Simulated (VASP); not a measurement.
# MgZr2N2 (I4/mmm) in VASP: relaxation of cell and atoms with PBE

Aim: the relaxation of cell and atoms of MgZr2N2 with PBE.

All numbers are computed with VASP 6.6.1; they aren't measurements. Logs are shortened: lines on timing, memory, paths and dates and some standing lists are left out, and cuts for length are marked.

## Step 1: The cell of the first run

The structure is tetragonal, space group I4/mmm (No. 139). Conventional cell: a = 4.326 Å, b = 4.326 Å, c = 10.014 Å, α = 90.00°, β = 90.00°, γ = 90.00°. Within 2.8 Å of Mg (site symmetry 4/mmm) lie 2 N at 2.09 Å. Within 2.9 Å of Zr (site symmetry -4m2) lie 4 N at 2.20 Å. N (site symmetry 4mm) has 1 Mg at 2.09 Å and 4 Zr at 2.20 Å within 2.8 Å.

The cell was built from a structure type or drawn by symmetry, and may not be a known phase.

## Step 2: Relaxation of cell and atoms, PBE

The input, INCAR:

```
ALGO     = Normal         # electronic algorithm
EDIFF    = 1E-6           # SCF threshold, eV
EDIFFG   = -0.01          # ionic threshold
ENCUT    = 600            # plane-wave cutoff, eV
GGA      = PE             # functional
IBRION   = 2              # ionic algorithm
ISIF     = 3              # what is computed and relaxed
ISMEAR   = 0              # smearing method
LASPH    = T              # aspherical terms in the spheres
LCHARG   = F              # write CHGCAR
LREAL    = F              # projectors in reciprocal space
LWAVE    = F              # write WAVECAR
NELM     = 60             # most SCF steps
NSW      = 100            # ionic steps
PREC     = Accurate       # precision mode
SIGMA    = 0.1            # smearing width, eV
```

The input, KPOINTS:

```
k-points
0
Gamma
  12 12 12
```

The input, POSCAR:

```
MgZr2N2
1.0
   -2.1630033840      2.1630033840      5.0069409390
    2.1630033840     -2.1630033840      5.0069409390
    2.1630033840      2.1630033840     -5.0069409390
Mg Zr N
1 2 2
Direct
    0.0000000000      0.0000000000      0.0000000000
    0.7500000000      0.2500000000      0.5000000000
    0.2500000000      0.7500000000      0.5000000000
    0.7911891598      0.7911891598      0.0000000000
    0.2088108402      0.2088108402      0.0000000000
```

Potentials or basis: VASP PAW PBE potentials, release 64 (Mg, Zr_sv, N).

Started as:

```bash
cat potpaw_PBE.64/Mg/POTCAR potpaw_PBE.64/Zr_sv/POTCAR potpaw_PBE.64/N/POTCAR > POTCAR
mpirun -np 1 vasp_std > vasp.out
```

OUTCAR:

```text
EDIFF = 1E-6
   EDIFFG = -0.01
   ENCUT = 600
   GGA = PE
   IBRION = 2
   ISIF = 3
   ISMEAR = 0
   LASPH = T
   LREAL = F
   NELM = 60
   NSW = 100
   PREC = Accurate

 ion  position               nearest neighbor table
   1  0.000  0.000  0.000-   4 2.09   5 2.09   2 3.31   3 3.31   2 3.31   3 3.31   2 3.31   3 3.31
                             2 3.31   3 3.31
   2  0.750  0.250  0.500-   4 2.20   5 2.20   4 2.20   5 2.20   3 3.06   3 3.06   3 3.06   3 3.06
                             1 3.31   1 3.31   1 3.31   1 3.31
   3  0.250  0.750  0.500-   4 2.20   5 2.20   4 2.20   5 2.20   2 3.06   2 3.06   2 3.06   2 3.06
                             1 3.31   1 3.31   1 3.31   1 3.31
   4  0.791  0.791  0.000-   1 2.09   2 2.20   3 2.20   2 2.20   3 2.20
   5  0.209  0.209  0.000-   1 2.09   3 2.20   2 2.20   2 2.20   3 2.20

  LATTYP: Found a body centered tetragonal cell.
 ALAT       =     4.3260067680
 C/A-ratio  =     2.3148095727

  Lattice vectors:

 A1 = (  -2.1630033840,   2.1630033840,   5.0069409390)
 A2 = (   2.1630033840,  -2.1630033840,   5.0069409390)
 A3 = (   2.1630033840,   2.1630033840,  -5.0069409390)

Analysis of symmetry for initial positions (statically):
=====================================================================
 Subroutine PRICEL returns:
 Original cell was already a primitive cell.

 Routine SETGRP: Setting up the symmetry group for a
 body centered tetragonal supercell.

 Subroutine GETGRP returns: Found 16 space group operations
 (whereof 16 operations were pure point group operations)
 out of a pool of 16 trial point group operations.

The static configuration has the point symmetry D_4h.

Analysis of symmetry for dynamics (positions and initial velocities):
=====================================================================
 Subroutine PRICEL returns:
 Original cell was already a primitive cell.

 Routine SETGRP: Setting up the symmetry group for a
 body centered tetragonal supercell.

 Subroutine GETGRP returns: Found 16 space group operations
 (whereof 16 operations were pure point group operations)
 out of a pool of 16 trial point group operations.

The dynamic configuration has the point symmetry D_4h.

 Subroutine INISYM returns: Found 16 space group operations
 (whereof 16 operations are pure point group operations),
 and found     1 'primitive' translations

----------------------------------------------------------------------------------------

                                     Primitive cell

  volume of cell :      93.7016

  direct lattice vectors                    reciprocal lattice vectors
    -2.163003384  2.163003384  5.006940939     0.000000000  0.231160064  0.099861374
     2.163003384 -2.163003384  5.006940939     0.231160064  0.000000000  0.099861374
     2.163003384  2.163003384 -5.006940939     0.231160064  0.231160064  0.000000000

  length of vectors
     5.867420630  5.867420630  5.867420630     0.251808000  0.251808000  0.326909697

  position of ions in fractional coordinates (direct lattice)
     0.000000000  0.000000000  0.000000000
     0.750000000  0.250000000  0.500000000
     0.250000000  0.750000000  0.500000000
     0.791189160  0.791189160  0.000000000
     0.208810840  0.208810840  0.000000000

  ion indices of the primitive-cell ions
   primitive index   ion index
                 1           1
                 2           2
                 3           3
                 4           4
                 5           5

----------------------------------------------------------------------------------------

 KPOINTS: k-points

Automatic generation of k-mesh.
 Grid dimensions read from file:
 generate k-points for:   12   12   12

 Generating k-lattice:

  Cartesian coordinates                     Fractional coordinates (reciprocal lattice)
     0.000000000  0.019263339  0.008321781     0.083333333  0.000000000 -0.000000000
     0.019263339  0.000000000  0.008321781     0.000000000  0.083333333 -0.000000000
     0.019263339  0.019263339  0.000000000     0.000000000  0.000000000  0.083333333

  Length of vectors
     0.020984000  0.020984000  0.027242475

  Shift w.r.t. Gamma in fractional coordinates (k-lattice)
     0.000000000  0.000000000  0.000000000

 Subroutine IBZKPT returns following result:
 ===========================================

 Found    163 irreducible k-points:

 Following reciprocal coordinates:
            Coordinates               Weight
  0.000000  0.000000  0.000000      1.000000
  0.083333 -0.000000  0.000000      8.000000
  0.166667 -0.000000  0.000000      8.000000
  0.250000 -0.000000  0.000000      8.000000
  0.333333 -0.000000  0.000000      8.000000
  0.416667 -0.000000  0.000000      8.000000
[... 16 lines left out ...]
  0.500000  0.166667  0.000000     16.000000
 -0.416667  0.166667 -0.000000     16.000000
 [... further k-points ...]
   k-points           NKPTS =    163   k-points in BZ     NKDIM =    163   number of bands    NBANDS=     22
   number of dos      NEDOS =    301   number of ions     NIONS =      5
   total plane-waves  NPLWV = 110592
   dimension x,y,z NGX =    48 NGY =   48 NGZ =   48
   dimension x,y,z NGXF=    96 NGYF=   96 NGZF=   96
   ions per type =               1   2   2
   NGX,Y,Z   is equivalent  to a cutoff of  13.60, 13.60, 13.60 a.u.
   NGXF,Y,Z  is equivalent  to a cutoff of  27.20, 27.20, 27.20 a.u.
 SYSTEM =  unknown system
   PREC   = accura    normal or accurate (medium, high low for compatibility)
   ISTART =      0    job   : 0-new  1-cont  2-samecut
   ICHARG =      2    charge: 1-file 2-atom 10-const
   ISPIN  =      1    spin polarized calculation?
   LNONCOLLINEAR =      F non collinear calculations
   LSORBIT =      F    spin-orbit coupling
   LASPH  =      T    aspherical Exc in radial PAW
   ENCUT  =  600.0 eV  44.10 Ry    6.64 a.u.  11.72 11.72 11.72*2*pi/ulx,y,z
   NELM   =     60;   NELMIN=  2; NELMDL= -5     # of ELM steps
   EDIFF  = 0.1E-05   stopping-criterion for ELM
   LREAL  =      F    real-space projection
   EDIFFG = -.1E-01   stopping-criterion for IOM
   NSW    =    100    number of steps for IOM
   IBRION =      2    ionic relax: 0-MD 1-quasi-New 2-CG
   NFREE  =      1    steps in history (QN), initial steepest desc. (CG)
   ISIF   =      3    stress and relaxation
   ISYM   =      2    0-nonsym 1-usesym 2-fastsym
   POTIM  = 0.5000    time-step for ionic-motion
   TEBEG  =    0.0;   TEEND  =   0.0 temperature during run
   PSTRESS=    0.0 pullay stress
   NELECT =      36.0000    total number of electrons
   NUPDOWN=      -1.0000    fix difference up-down
   EMIN   =  10.00;   EMAX   =-10.00  energy-range for DOS
   EFERMI =   0.00;   METHOD = LEGACY
   ISMEAR =     0;   SIGMA  =   0.10  broadening in eV -4-tet -1-fermi 0-gaus
   EFERMI_NEDOS =   21; number of points for ismear=-14 and -15
   IALGO  =     38    algorithm
   IMIX   =      4    mixing-type and parameters
     AMIX     =   0.40;   BMIX     =  1.00
     AMIX_MAG =   1.60;   BMIX_MAG =  1.00
  volume/ion in A,a.u.               =      18.74       126.47
  Fermi-wavevector in a.u.,A,eV,Ry     =   1.190127  2.249014 19.271329  1.416403
  Thomas-Fermi vector in A             =   2.326219
   LORBIT       =      0    0 simple, 1 ext, 2 COOP (PROOUT), +10 PAW based schemes
   GGA     = PE    functional components
   LHFCALC =     F    Hartree Fock is set to
   AEXX    =    0.0000 exact exchange contribution
   IVDW    =     0    specifies the selected vdW correction
   LEPSILON=     F    determine dielectric tensor
   LRPA    =     F    only Hartree local field effects (RPA)
 conjugate gradient relaxation of ions
 non-spin polarized calculation
 Gauss-broadening in eV      SIGMA  =   0.10
  energy-cutoff  :      600.00
  volume of cell :       93.70
 maximum number of plane-waves:      3172
   NGX = 23   NGY = 23   NGZ = 23

--------------------------------------- Ionic step        1  -------------------------------------------

 number of electron      36.0000001 magnetization

 Free energy of the ion-electron system (eV)
  ---------------------------------------------------
  ext. energy  EPLUGINS =         0.00000000
  ---------------------------------------------------
  free energy    TOTEN  =       -39.71479665 eV

  energy without entropy =      -39.70240963  energy(sigma->0) =      -39.70860314

------------------------ aborting loop because EDIFF is reached ----------------------------------------

  FORCE on cell =-STRESS in cart. coord.  units (eV):
  Direction    XX          YY          ZZ          XY          YZ          ZX
  --------------------------------------------------------------------------------------
  -------------------------------------------------------------------------------------
  Total        0.2185619      0.2185619     -0.1683245      0.0000000      0.0000000      0.0000000
  in kB        3.7371295      3.7371295     -2.8781336      0.0000000      0.0000000      0.0000000
  external PRESSURE =       1.5320418 kB  Pullay stress =       0.0000000 kB
[... 258 lines left out ...]
  energy  without entropy=      -39.7032709873  energy(sigma->0) =      -39.70957259

--------------------------------------- Ionic step        8  -------------------------------------------

 number of electron      36.0000001 magnetization

 Free energy of the ion-electron system (eV)
  ---------------------------------------------------
  ext. energy  EPLUGINS =         0.00000000
  ---------------------------------------------------
  free energy    TOTEN  =       -39.71593641 eV

  energy without entropy =      -39.70330670  energy(sigma->0) =      -39.70962156

 E-fermi :   6.0091     XC(G=0):  -9.7168

 val. band max:        6.0016589867   @ k =   0.5000   0.5000   0.3333
 cond. band min:       6.0232749869   @ k =  -0.2500   0.3333   0.0833
 fundamental gap:      0.0216160001
 Fermi energy:         6.0090586354

 k-point     1 :       0.0000    0.0000    0.0000
  band No.  band energies     occupation
      1     -43.4873      2.00000
      2     -43.3130      2.00000
      3     -21.8943      2.00000
      4     -21.8943      2.00000
      5     -21.6588      2.00000
      6     -21.4619      2.00000
[... 574 lines left out ...]
      6     -21.5342      2.00000
[... 14 lines left out ...]
     21       7.5192      0.00000
     22       8.2881      0.00000

 [... further k-points ...]
[... 5 lines left out ...]
  --------------------------------------------------------------------------------------
  -------------------------------------------------------------------------------------
  Total       -0.0180528     -0.0180528      0.0013923      0.0000000      0.0000000      0.0000000
  in kB       -0.3094048     -0.3094048      0.0238632      0.0000000      0.0000000      0.0000000
  external PRESSURE =      -0.1983155 kB  Pullay stress =       0.0000000 kB
[... 20 lines left out ...]
  FREE ENERGIE OF THE ION-ELECTRON SYSTEM (eV)
  ---------------------------------------------------
  free  energy   TOTEN  =       -39.7159364142 eV

  energy  without entropy=      -39.7033067024  energy(sigma->0) =      -39.70962156

 reached required accuracy - stopping structural energy minimisation
```

Wall time 19 min (1 thread of Intel Xeon 6975P-C (Granite Rapids), shared host); peak memory 0.65 GiB.

What came out:

```yaml
Free_energy: -39.7159 eV
Relaxed_volume: 18.70 Å³/atom
Relaxed_cell: a = 5.842 Å, b = 5.842 Å, c = 5.842 Å, α = 136.43°, β = 136.43°, γ = 63.31°
Space_group_after_relaxing_to_0.1_Å: I4/mmm (No. 139)
Energy_gained_by_relaxing: 0.2 meV/atom
Ionic_steps: 8
Pressure_after_relaxing: 0.0 GPa
Band_gap_on_the_k_mesh: zero (bands 18 and 19 overlap by 0.78 eV)
```

Forces on the atoms (eV/Å):
```
Mg   0.000  0.000  0.000
Zr   0.000  0.000  0.000
Zr   0.000  0.000  0.000
N    0.000  0.000 -0.002
N    0.000  0.000  0.002
```

Step by step:
```csv
step,energy change (eV),largest force (eV/Å),pressure (GPa),volume (Å³)
1,0.0000,0.0082,0.15,93.70
2,-0.0002,0.0524,-0.40,93.94
3,-0.0003,0.0340,-0.17,93.84
4,-0.0007,0.0380,-0.07,93.68
5,-0.0009,0.0423,0.04,93.51
6,-0.0009,0.0438,0.07,93.45
7,-0.0011,0.0217,0.03,93.47
8,-0.0011,0.0022,-0.02,93.48
```

Final structure:
```
CELL_PARAMETERS angstrom
-2.16793 2.16793 4.97253
2.16793 -2.16793 4.97253
2.16793 2.16793 -4.97253
ATOMIC_POSITIONS crystal
Mg 0.00000 0.00000 0.00000
Zr 0.75000 0.25000 0.50000
Zr 0.25000 0.75000 0.50000
N 0.79009 0.79009 0.00000
N 0.20991 0.20991 0.00000
```

Levels at points of the mesh, in eV from the Fermi level:
```tsv
k point	band 16	band 17	band 18	band 19	band 20	band 21
(0.00, 0.00, 0.00)	-3.42	-2.39	-2.17	0.86	0.86	1.96
(0.50, 0.00, 0.00)	-3.99	-1.49	-0.72	0.33	0.43	1.85
(0.50, 0.50, 0.00)	-4.73	-1.24	0.37	0.59	0.90	1.85
(0.50, 0.50, 0.50)	-3.50	-2.15	-0.14	0.35	0.66	1.25
```
